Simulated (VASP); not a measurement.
# VAgCl3 (P6_3/mmc) in VASP: single point with PBE

Aim: the single point of VAgCl3 with PBE.

All numbers are computed with VASP 6.6.1; they aren't measurements. Logs are shortened: lines on timing, memory, paths and dates and some standing lists are left out, and cuts for length are marked.

### Step 1. The cell of the first run

The structure is hexagonal, space group P6_3/mmc (No. 194). Conventional cell: a = 6.713 Å, b = 6.713 Å, c = 5.736 Å, α = 90.00°, β = 90.00°, γ = 120.00°. Within 4.4 Å of V (site symmetry -6m2) lie 12 Cl at 3.37 to 3.60 Å and 6 Ag at 4.13 Å. Ag (site symmetry -3m) has 6 Cl at 2.22 Å and 2 Ag at 2.87 Å within 2.9 Å. Within 3.0 Å of Cl (site symmetry mm2) lie 2 Ag at 2.22 Å and 2 Cl at 2.94 Å.

### Step 2. Single point, PBE, collinear spin, ferromagnetic start

File INCAR:

```
ALGO = Normal
EDIFF = 1E-7
ENCUT = 520
GGA = PE
ISIF = 2
ISMEAR = 0
ISPIN = 2
LASPH = T
LCHARG = F
LMAXMIX = 4
LORBIT = 11
LREAL = F
LWAVE = F
MAGMOM = 2 2 0 0 0 0 0 0 0 0
NBANDS = 60
NELM = 150
PREC = Accurate
SIGMA = 0.1
```

File KPOINTS:

```
k-points
0
Gamma
  3 3 4
```

File POSCAR:

```
VAgCl3
1.0
    6.7133868021      0.0000000000      0.0000000000
   -3.3566934010      5.8139635160      0.0000000000
    0.0000000000      0.0000000000      5.7355933424
V Ag Cl
2 2 6
Direct
    0.3333333333      0.6666666667      0.7500000000
    0.6666666667      0.3333333333      0.2500000000
    0.0000000000      0.0000000000      0.5000000000
    0.0000000000      0.0000000000      0.0000000000
    0.1460000000      0.2919999999      0.2500000000
    0.8540000000      0.1460000000      0.7500000000
    0.8540000000      0.7080000001      0.7500000000
    0.1460000000      0.8540000000      0.2500000000
    0.7080000001      0.8540000000      0.2500000000
    0.2919999999      0.1460000000      0.7500000000
```

Potentials or basis: VASP PAW PBE potentials, release 64 (V_sv, Ag, Cl).

The run is started by

```bash
$ cat potpaw_PBE.64/V_sv/POTCAR potpaw_PBE.64/Ag/POTCAR potpaw_PBE.64/Cl/POTCAR > POTCAR
$ mpirun -np 1 vasp_std > vasp.out
```

OUTCAR:

```text
EDIFF = 1E-7
   ENCUT = 520
   GGA = PE
   ISIF = 2
   ISMEAR = 0
   ISPIN = 2
   LASPH = T
   LORBIT = 11
   LREAL = F
   NELM = 150
   PREC = Accurate

 ion  position               nearest neighbor table
   1  0.333  0.667  0.750-
   2  0.667  0.333  0.250-
   3  0.000  0.000  0.500-   5 2.22   7 2.22   9 2.22  10 2.22   6 2.22   8 2.22   4 2.87   4 2.87

   4  0.000  0.000  0.000-   5 2.22   7 2.22   9 2.22  10 2.22   6 2.22   8 2.22   3 2.87   3 2.87

   5  0.146  0.292  0.250-   3 2.22   4 2.22
   6  0.854  0.146  0.750-   3 2.22   4 2.22
   7  0.854  0.708  0.750-   3 2.22   4 2.22
   8  0.146  0.854  0.250-   3 2.22   4 2.22
   9  0.708  0.854  0.250-   3 2.22   4 2.22
  10  0.292  0.146  0.750-   3 2.22   4 2.22

  LATTYP: Found a hexagonal cell.
 ALAT       =     6.7133868021
 C/A-ratio  =     0.8543516874

  Lattice vectors:

 A1 = (   6.7133868021,   0.0000000000,   0.0000000000)
 A2 = (  -3.3566934010,   5.8139635160,   0.0000000000)
 A3 = (   0.0000000000,   0.0000000000,   5.7355933424)

Analysis of symmetry for initial positions (statically):
=====================================================================
 Subroutine PRICEL returns:
 Original cell was already a primitive cell.

 Routine SETGRP: Setting up the symmetry group for a
 hexagonal supercell.

 Subroutine GETGRP returns: Found 24 space group operations
 (whereof 12 operations were pure point group operations)
 out of a pool of 24 trial point group operations.

The static configuration has the point symmetry D_3d.
 The point group associated with its full space group is D_6h.

Analysis of symmetry for dynamics (positions and initial velocities):
=====================================================================
 Subroutine PRICEL returns:
 Original cell was already a primitive cell.

 Routine SETGRP: Setting up the symmetry group for a
 hexagonal supercell.

 Subroutine GETGRP returns: Found 24 space group operations
 (whereof 12 operations were pure point group operations)
 out of a pool of 24 trial point group operations.

The dynamic configuration has the point symmetry D_3d.
 The point group associated with its full space group is D_6h.

Analysis of structural, dynamic, and magnetic symmetry:
=====================================================================
 Subroutine PRICEL returns:
[... 155 lines left out ...]
  free energy    TOTEN  =       -24.80579642 eV

  energy without entropy =      -24.72141200  energy(sigma->0) =      -24.76360421

 E-fermi :   4.7105     XC(G=0):  -9.2360

 val. band max:        4.7089286179   @ k =   0.3333   0.3333   0.5000
 cond. band min:       4.7143055609   @ k =   0.0000   0.0000   0.0000
 fundamental gap:      0.0053769431
 Fermi energy:         4.7105226028

 spin component 1

 k-point     1 :       0.0000    0.0000    0.0000
  band No.  band energies     occupation
      1     -60.1602      1.00000
      2     -60.1602      1.00000
      3     -34.1742      1.00000
      4     -34.1740      1.00000
      5     -34.0479      1.00000
      6     -34.0479      1.00000
[... 529 lines left out ...]
     56       8.6234      0.00000
     57       8.7076      0.00000
 Fermi energy:         4.7105226028

 spin component 2

 k-point     1 :       0.0000    0.0000    0.0000
  band No.  band energies     occupation
      1     -57.0507      1.00000
      2     -57.0507      1.00000
      3     -31.2813      1.00000
      4     -31.2809      1.00000
      5     -30.8625      1.00000
      6     -30.8625      1.00000
[... 529 lines left out ...]
     56       9.4230      0.00000
     57       9.4297      0.00000
 [bands above 57 left out]

------------------------ aborting loop because EDIFF is reached ----------------------------------------

  FORCE on cell =-STRESS in cart. coord.  units (eV):
  Direction    XX          YY          ZZ          XY          YZ          ZX
  --------------------------------------------------------------------------------------
  -------------------------------------------------------------------------------------
  Total       30.8030372     30.8030372     46.3083177      0.0000000      0.0000000     -0.0000000
  in kB      220.4508602    220.4508602    331.4188925      0.0000000      0.0000000     -0.0000000
  external PRESSURE =     257.4402043 kB  Pullay stress =       0.0000000 kB

 VOLUME and BASIS-vectors are now :
 -----------------------------------------------------------------------------
  energy-cutoff  :      520.00
  volume of cell :      223.87
      direct lattice vectors                 reciprocal lattice vectors
     6.713386802  0.000000000  0.000000000     0.148956113  0.085999852  0.000000000
    -3.356693401  5.813963516  0.000000000     0.000000000  0.171999703  0.000000000
     0.000000000  0.000000000  5.735593342     0.000000000  0.000000000  0.174349878

 POSITION                                       TOTAL-FORCE (eV/Angst)
 -----------------------------------------------------------------------------------
     -0.00000      3.87598      4.30170         0.000000      0.000000      0.000000
      3.35669      1.93799      1.43390         0.000000      0.000000      0.000000
      0.00000      0.00000      2.86780         0.000000      0.000000      0.000000
      0.00000      0.00000      0.00000         0.000000      0.000000      0.000000
      0.00000      1.69768      1.43390         0.000000      7.549924      0.000000
      5.24316      0.84884      4.30170        -6.538426      3.774962      0.000000
      3.35669      4.11629      4.30170        -0.000000     -7.549924     -0.000000
     -1.88646      4.96512      1.43390         6.538426     -3.774962     -0.000000
      1.88646      4.96512      1.43390        -6.538426     -3.774962     -0.000000
      1.47023      0.84884      4.30170         6.538426      3.774962      0.000000
 -----------------------------------------------------------------------------------
    total drift:                               -0.000001      0.000000     -0.000000

  FREE ENERGIE OF THE ION-ELECTRON SYSTEM (eV)
  ---------------------------------------------------
  free  energy   TOTEN  =       -24.8057964179 eV

  energy  without entropy=      -24.7214120006  energy(sigma->0) =      -24.76360421

 total charge

# of ion       s       p       d       tot
------------------------------------------
    1        2.072   5.980   3.174  11.226
    2        2.072   5.980   3.174  11.226
    3        0.487   0.688   9.359  10.534
    4        0.487   0.688   9.359  10.534
    5        1.618   3.563   0.000   5.181
    6        1.618   3.563   0.000   5.181
    7        1.618   3.563   0.000   5.181
    8        1.618   3.563   0.000   5.181
    9        1.618   3.563   0.000   5.181
   10        1.618   3.563   0.000   5.181
--------------------------------------------------
tot         14.826  34.714  25.066  74.605

 magnetization (x)

# of ion       s       p       d       tot
------------------------------------------
    1        0.039   0.009   3.107   3.155
    2        0.039   0.009   3.107   3.155
    3        0.004   0.004  -0.117  -0.109
    4        0.004   0.004  -0.117  -0.109
    5        0.000  -0.054   0.000  -0.053
    6        0.000  -0.054   0.000  -0.053
    7        0.000  -0.054   0.000  -0.053
    8        0.000  -0.054   0.000  -0.053
    9        0.000  -0.054   0.000  -0.053
   10        0.000  -0.054   0.000  -0.053
--------------------------------------------------
tot          0.088  -0.296   5.980   5.772
```

Run time: 11 min. Hardware: 1 thread of Intel Xeon Platinum 8175M at 2.50GHz (Skylake/Cascade Lake), shared host; peak memory 0.54 GiB.

What came out:

| Item | Value |
| --- | --- |
| Free energy | -24.8058 eV |
| Pressure | 25.7 GPa |
| Largest force | 7.550 eV/Å |
| Net moment | 6.80 μB per cell |
| Site moments | V +3.15; Ag -0.11; Cl -0.05 μB |
| Valence electrons inside the program's atomic spheres | V 11.23; Ag 10.53; Cl 5.18 |

Forces on the atoms (eV/Å):
```
V    0.000  0.000  0.000
V    0.000  0.000  0.000
Ag   0.000  0.000  0.000
Ag   0.000  0.000  0.000
Cl   0.000  7.550  0.000
Cl  -6.538  3.775  0.000
Cl   0.000 -7.550  0.000
Cl   6.538 -3.775  0.000
Cl  -6.538 -3.775  0.000
Cl   6.538  3.775  0.000
```

Stress tensor (GPa, compression positive):
```
22.05  0.00  0.00
 0.00 22.05  0.00
 0.00  0.00 33.14
```

Caveat: the k points lie up to 0.36 Å⁻¹ apart; semilocal functionals often make such compounds metallic where correlation or magnetic order opens a gap, which also shifts bond lengths; forces of over 1 eV/Å act on the atoms, so gaps and moduli don't describe the material at rest. With open d or f shells a metallic result of PBE can be an artefact of self-interaction; +U or a hybrid may open a gap.
